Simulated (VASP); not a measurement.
# BaTiO3 (Pm-3m) in VASP: relaxation of cell and atoms with r2SCAN

Aim: the relaxation of cell and atoms of BaTiO3 with r2SCAN.

Everything below comes from runs of VASP 6.6.1. Logs are shortened: lines on timing, memory, paths and dates and some standing lists are left out, and cuts for length are marked.

### 1 The cell of the first run

Symmetry: Pm-3m, No. 221, cubic system. Conventional cell: a = 3.953 Å, b = 3.953 Å, c = 3.953 Å, α = 90.00°, β = 90.00°, γ = 90.00°. Ba (site symmetry m-3m) has 12 O at 2.80 Å and 8 Ti at 3.42 Å within 3.7 Å. Ti (site symmetry m-3m) has 6 O at 1.98 Å within 2.6 Å. Within 2.6 Å of O (site symmetry 4/mmm) lie 2 Ti at 1.98 Å. O (site symmetry 4/mmm) has 2 Ti at 1.98 Å within 2.6 Å.

### 2 Relaxation of cell and atoms, r2SCAN

Input file POSCAR:

```
BaTiO3
1.0
    7.9069839000      0.0000000000      0.0000000000
    0.0000000000      3.9534919500      0.0000000000
    0.0000000000      0.0000000000      3.9534919500
Ba Ti O
2 2 6
Direct
    0.2500000000      0.5000000000      0.5000000000
    0.7500000000      0.5000000000      0.5000000000
    0.0000000000      0.0000000000      0.0000000000
    0.5000000000      0.0000000000      0.0000000000
    0.2500000000      0.0000000000      0.0000000000
    0.7500000000      0.0000000000      0.0000000000
    0.0000000000      0.5000000000      0.0000000000
    0.5000000000      0.5000000000      0.0000000000
    0.0000000000      0.0000000000      0.5000000000
    0.5000000000      0.0000000000      0.5000000000
```

Input file INCAR.step1:

```
SYSTEM = BaTiO3
ALGO = Normal ; EDIFF = 1E-5
EDIFFG = -0.005 ; ENCUT = 660
GGA = PE ; GGA_COMPAT = .False.
IBRION = 2 ; ISIF = 3
ISMEAR = 1 ; KPAR = 4
LASPH = .True. ; LCHARG = .False.
LREAL = .False. ; LWAVE = .True.
NELM = 120 ; NELMIN = 4
NSW = 100 ; PREC = Accurate
SIGMA = 0.0141
```

Input file INCAR.step2:

```
SYSTEM = BaTiO3
ALGO = Normal ; EDIFF = 1E-7
EDIFFG = -0.03 ; ENCUT = 660
GGA_COMPAT = .False. ; IBRION = 2
ISIF = 3 ; ISMEAR = 1
ISTART = 1 ; KPAR = 4
LASPH = .True. ; LCHARG = .False.
LMIXTAU = .True. ; LREAL = .False.
LWAVE = .False. ; METAGGA = R2SCAN
NELM = 120 ; NELMIN = 4
NSW = 60 ; PREC = Accurate
SIGMA = 0.0141
```

Input file KPOINTS:

```
k-points
0
Gamma
  4 6 6
  0 0 0
```

Potentials or basis: VASP PAW PBE potentials, release 64 (Ba_sv, Ti_sv, O).

Run with:

```
$ cat potpaw_PBE.64/Ba_sv/POTCAR potpaw_PBE.64/Ti_sv/POTCAR potpaw_PBE.64/O/POTCAR > POTCAR
$ cp INCAR.step1 INCAR
$ mpirun -np 4 vasp_std > vasp.out
$ cp INCAR.step2 INCAR
$ mpirun -np 4 vasp_std > vasp.out
```

OUTCAR:

```text
SYSTEM = BaTiO3
   EDIFF = 1E-7
   EDIFFG = -0.03
   ENCUT = 660
   IBRION = 2
   ISIF = 3
   ISMEAR = 1
   ISTART = 1
   LASPH = .True.
   LREAL = .False.
   METAGGA = R2SCAN
   NELM = 120
   NELMIN = 4
   NSW = 60
   PREC = Accurate

 ion  position               nearest neighbor table
   1  0.250  0.500  0.500-   5 2.80   7 2.80   8 2.80   9 2.80  10 2.80   5 2.80   7 2.80   8 2.80
                             5 2.80   9 2.80  10 2.80   5 2.80   3 3.42   4 3.42   4 3.42   4 3.42
   2  0.750  0.500  0.500-   6 2.80   7 2.80   8 2.80   9 2.80  10 2.80   6 2.80   7 2.80   8 2.80
                             6 2.80   9 2.80  10 2.80   6 2.80   3 3.42   4 3.42   4 3.42   4 3.42
   3  0.000  0.000  0.000-   5 1.98   6 1.98   7 1.98   9 1.98   9 1.98   7 1.98   1 3.42   2 3.42
                             1 3.42   1 3.42   2 3.42   2 3.42   1 3.42   2 3.42
   4  0.500  0.000  0.000-   5 1.98   6 1.98   8 1.98  10 1.98  10 1.98   8 1.98   1 3.42   2 3.42
                             1 3.42   1 3.42   2 3.42   2 3.42   1 3.42   2 3.42
   5  0.250  0.000  0.000-   3 1.98   4 1.98   1 2.80   1 2.80   1 2.80   1 2.80
   6  0.750  0.000  0.000-   3 1.98   4 1.98   2 2.80   2 2.80   2 2.80   2 2.80
   7  0.000  0.500  0.000-   3 1.98   3 1.98   1 2.80   1 2.80   2 2.80   2 2.80
   8  0.500  0.500  0.000-   4 1.98   4 1.98   1 2.80   1 2.80   2 2.80   2 2.80
   9  0.000  0.000  0.500-   3 1.98   3 1.98   1 2.80   2 2.80   1 2.80   2 2.80
  10  0.500  0.000  0.500-   4 1.98   4 1.98   1 2.80   2 2.80   1 2.80   2 2.80

  LATTYP: Found a simple tetragonal cell.
 ALAT       =     3.9534919500
 C/A-ratio  =     2.0000000000

  Lattice vectors:

 A1 = (   0.0000000000,   3.9534919500,   0.0000000000)
 A2 = (   0.0000000000,   0.0000000000,   3.9534919500)
 A3 = (   7.9069839000,   0.0000000000,   0.0000000000)

Analysis of symmetry for initial positions (statically):
=====================================================================
 Subroutine PRICEL returns following result:

  LATTYP: Found a simple cubic cell.
 ALAT       =     3.9534919500

  Lattice vectors:

 A1 = (   3.9534919500,   0.0000000000,   0.0000000000)
 A2 = (   0.0000000000,   3.9534919500,   0.0000000000)
 A3 = (   0.0000000000,   0.0000000000,   3.9534919500)

   2 primitive cells build up your supercell.

 Routine SETGRP: Setting up the symmetry group for a
 simple tetragonal supercell.

 Subroutine GETGRP returns: Found 16 space group operations
 (whereof 16 operations were pure point group operations)
 out of a pool of 16 trial point group operations.

The static configuration has the point symmetry D_4h.

[... 138 lines left out ...]
   PSTRESS=    0.0 pullay stress
   NELECT =      80.0000    total number of electrons
   NUPDOWN=      -1.0000    fix difference up-down
   EMIN   =  10.00;   EMAX   =-10.00  energy-range for DOS
   EFERMI =   0.00;   METHOD = LEGACY
   ISMEAR =     1;   SIGMA  =   0.01  broadening in eV -4-tet -1-fermi 0-gaus
   EFERMI_NEDOS =   21; number of points for ismear=-14 and -15
   IALGO  =     38    algorithm
   IMIX   =      4    mixing-type and parameters
     AMIX     =   0.40;   BMIX     =  1.00
     AMIX_MAG =   1.60;   BMIX_MAG =  1.00
  volume/ion in A,a.u.               =      12.36        83.40
  Fermi-wavevector in a.u.,A,eV,Ry     =   1.416165  2.676164 27.286815  2.005524
  Thomas-Fermi vector in A             =   2.537528
   LORBIT       =      0    0 simple, 1 ext, 2 COOP (PROOUT), +10 PAW based schemes
   METAGGA = R2SCAN    functional components
   LHFCALC =     F    Hartree Fock is set to
   AEXX    =    0.0000 exact exchange contribution
   IVDW    =     0    specifies the selected vdW correction
   LEPSILON=     F    determine dielectric tensor
   LRPA    =     F    only Hartree local field effects (RPA)
 conjugate gradient relaxation of ions
 non-spin polarized calculation
 Methfessel and Paxton  Order N= 1 SIGMA  =   0.01
  energy-cutoff  :      660.00
  volume of cell :      123.59
 maximum number of plane-waves:      4818
 NGX is ok and might be reduce to    70
   NGX = 33   NGY = 17   NGZ = 17

--------------------------------------- Ionic step        1  -------------------------------------------

 number of electron      80.0000007 magnetization

 Free energy of the ion-electron system (eV)
  ---------------------------------------------------
  ext. energy  EPLUGINS =         0.00000000
  ---------------------------------------------------
  free energy    TOTEN  =      -148.36446303 eV

  energy without entropy =     -148.36446303  energy(sigma->0) =     -148.36446303

------------------------ aborting loop because EDIFF is reached ----------------------------------------

  FORCE on cell =-STRESS in cart. coord.  units (eV):
  Direction    XX          YY          ZZ          XY          YZ          ZX
  --------------------------------------------------------------------------------------
  -------------------------------------------------------------------------------------
  Total        6.1664226      6.1556795      6.1556795      0.0000000      0.0000000      0.0000000
  in kB       79.9413166     79.8020437     79.8020437      0.0000000      0.0000000      0.0000000
  external PRESSURE =      79.8484680 kB  Pullay stress =       0.0000000 kB
[... 75 lines left out ...]
--------------------------------------- Ionic step        3  -------------------------------------------

 number of electron      79.9999997 magnetization

 Free energy of the ion-electron system (eV)
  ---------------------------------------------------
  ext. energy  EPLUGINS =         0.00000000
  ---------------------------------------------------
  free energy    TOTEN  =      -148.48698365 eV

  energy without entropy =     -148.48698365  energy(sigma->0) =     -148.48698365

 E-fermi :   3.5762     XC(G=0): -11.8959

 val. band max:        3.4996772058   @ k =   0.0000   0.5000   0.5000
 cond. band min:       5.6248379976   @ k =   0.0000   0.0000   0.0000
 fundamental gap:      2.1251607918
 Fermi energy:         3.5761643274

 k-point     1 :       0.0000    0.0000    0.0000
  band No.  band energies     occupation
      1     -55.4009      2.00000
      2     -55.3998      2.00000
      3     -30.6130      2.00000
      4     -30.5567      2.00000
      5     -30.5567      2.00000
      6     -30.5563      2.00000
[... 1213 lines left out ...]
     47       9.9438      0.00000
     48       9.9438      0.00000

 [... further k-points ...]

------------------------ aborting loop because EDIFF is reached ----------------------------------------

  FORCE on cell =-STRESS in cart. coord.  units (eV):
  Direction    XX          YY          ZZ          XY          YZ          ZX
  --------------------------------------------------------------------------------------
  -------------------------------------------------------------------------------------
  Total       -0.0489497     -0.0495983     -0.0495983      0.0000000      0.0000000      0.0000000
  in kB       -0.6091883     -0.6172614     -0.6172614      0.0000000      0.0000000      0.0000000
  external PRESSURE =      -0.6145704 kB  Pullay stress =       0.0000000 kB
[... 25 lines left out ...]
  FREE ENERGIE OF THE ION-ELECTRON SYSTEM (eV)
  ---------------------------------------------------
  free  energy   TOTEN  =      -148.4869836514 eV

  energy  without entropy=     -148.4869836514  energy(sigma->0) =     -148.48698365

 reached required accuracy - stopping structural energy minimisation
```

OUTCAR.step1:

```text
SYSTEM = BaTiO3
   EDIFF = 1E-5
   EDIFFG = -0.005
   ENCUT = 660
   GGA = PE
   IBRION = 2
   ISIF = 3
   ISMEAR = 1
   LASPH = .True.
[... 1614 lines left out ...]
  -------------------------------------------------------------------------------------
  Total        0.0242534      0.0268288      0.0268288      0.0000000      0.0000000     -0.0000000
  in kB        0.2967729      0.3282865      0.3282865      0.0000000      0.0000000     -0.0000000
  external PRESSURE =       0.3177819 kB  Pullay stress =       0.0000000 kB
[... 25 lines left out ...]
  FREE ENERGIE OF THE ION-ELECTRON SYSTEM (eV)
  ---------------------------------------------------
  free  energy   TOTEN  =       -79.9781761676 eV

  energy  without entropy=      -79.9781761676  energy(sigma->0) =      -79.97817617

 reached required accuracy - stopping structural energy minimisation
```

Wall time 15 min (4 MPI ranks of AMD EPYC 9R45 (Zen 5), shared host); peak memory 0.46 GiB.

What came out:

| Item | Value |
| --- | --- |
| Free energy | -148.4870 eV |
| Relaxed volume | 12.87 Å³/atom |
| Relaxed cell | a = 8.015 Å, b = 4.008 Å, c = 4.008 Å, α = 90.00°, β = 90.00°, γ = 90.00° |
| Space group after relaxing (to 0.1 Å) | Pm-3m (No. 221) |
| Energy gained by relaxing | 12.3 meV/atom |
| Ionic steps | 3 |
| Pressure after relaxing | -0.1 GPa |
| Band gap on the k mesh | 2.13 eV |

Step by step:
| step | energy change (eV) | largest force (eV/Å) | pressure (GPa) | volume (Å³) |
| --- | --- | --- | --- | --- |
| 1 | 0.0000 | 0.0000 | 7.98 | 123.59 |
| 2 | 0.0333 | 0.0000 | -7.65 | 134.93 |
| 3 | -0.1225 | 0.0000 | -0.06 | 128.74 |

Final structure:
```xyz
10
Lattice="8.0155 0.0000 0.0000 0.0000 4.0076 0.0000 0.0000 0.0000 4.0076" Properties=species:S:1:pos:R:3 pbc="T T T"
Ba    2.0039    2.0038    2.0038
Ba    6.0116    2.0038    2.0038
Ti    0.0000    0.0000    0.0000
Ti    4.0077    0.0000    0.0000
O     2.0039    0.0000    0.0000
O     6.0116    0.0000    0.0000
O     0.0000    2.0038    0.0000
O     4.0077    2.0038    0.0000
O     0.0000    0.0000    2.0038
O     4.0077    0.0000    2.0038
```

Levels at points of the mesh, in eV from the valence-band top:
```
           k point  band 37  band 38  band 39  band 40  band 41  band 42  band 43  band 44
(0.00, 0.00, 0.00)    -0.75    -0.16    -0.16    -0.16     2.13     2.13     2.13     2.27
(0.50, 0.00, 0.00)    -0.49    -0.49    -0.49    -0.49     2.20     2.20     3.05     3.05
(0.00, 0.50, 0.00)    -0.89    -0.75    -0.75    -0.09     2.27     3.83     3.83     3.84
(0.50, 0.50, 0.00)    -1.14    -1.14    -0.51    -0.51     3.11     3.11     3.83     3.83
(0.00, 0.50, 0.50)    -0.09     0.00     0.00     0.00     3.84     3.84     4.28     4.52
(0.50, 0.50, 0.50)    -0.53    -0.53    -0.04    -0.04     4.15     4.15     4.15     4.15
```

Caveat: the PAW data sets were made with another functional, which shifts forces and pressure a little; spin-orbit coupling is left out, which moves the levels of the heavy elements. r2SCAN opens gaps a little over a GGA but as a rule still falls short of measured ones.
